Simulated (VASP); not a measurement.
## Ti: single point with PBE

The system is Ti, a slab with vacuum.

```xyz
5
Lattice="2.9399 0.0000 0.0000 -1.4700 2.5461 0.0000 0.0000 0.0000 25.2957" Properties=species:S:1:pos:R:3 pbc="T T T"
Ti    0.0000    0.0000    8.1143
Ti    0.0000    1.6974   10.2703
Ti    0.0000    0.0000   12.6479
Ti    0.0000    1.6974   15.0254
Ti    0.0000    0.0000   17.1814
```

```
Program                : VASP 6.6.1
Task                   : single point
Functional             : PBE
Potentials or basis    : VASP PAW PBE potentials, release 64 (Ti_sv)
Cutoff                 : 520 eV
k mesh                 : 13 × 13 × 1
Occupations            : fermi-dirac, width 0.05 eV
Spin                   : no spin polarisation
Dipole correction      : yes
Further INCAR settings : ALGO = Normal; EDIFF = 1e-07; NBANDS = 38
```

* Largest force: 0.016 eV/Å
* Band gap on the k mesh: zero (bands 30 and 31 overlap by 1.01 eV)

Forces on the atoms (eV/Å):
```
Ti   0.000  0.000  0.016
Ti   0.000  0.000 -0.003
Ti   0.000  0.000  0.000
Ti   0.000  0.000  0.003
Ti   0.000  0.000 -0.016
```

Levels at points of the mesh, in eV from the Fermi level:
| k point | band 26 | band 27 | band 28 | band 29 | band 30 | band 31 | band 32 | band 33 | band 34 | band 35 |
| --- | --- | --- | --- | --- | --- | --- | --- | --- | --- | --- |
| (0.00, 0.00, 0.00) | -0.25 | -0.10 | 0.43 | 0.43 | 0.62 | 0.62 | 0.66 | 0.66 | 0.71 | 0.71 |

It took 3 min on 1 thread of Intel(R) Xeon(R) 6975P-C (Granite Rapids), on a shared host, peak memory 0.37 GiB.
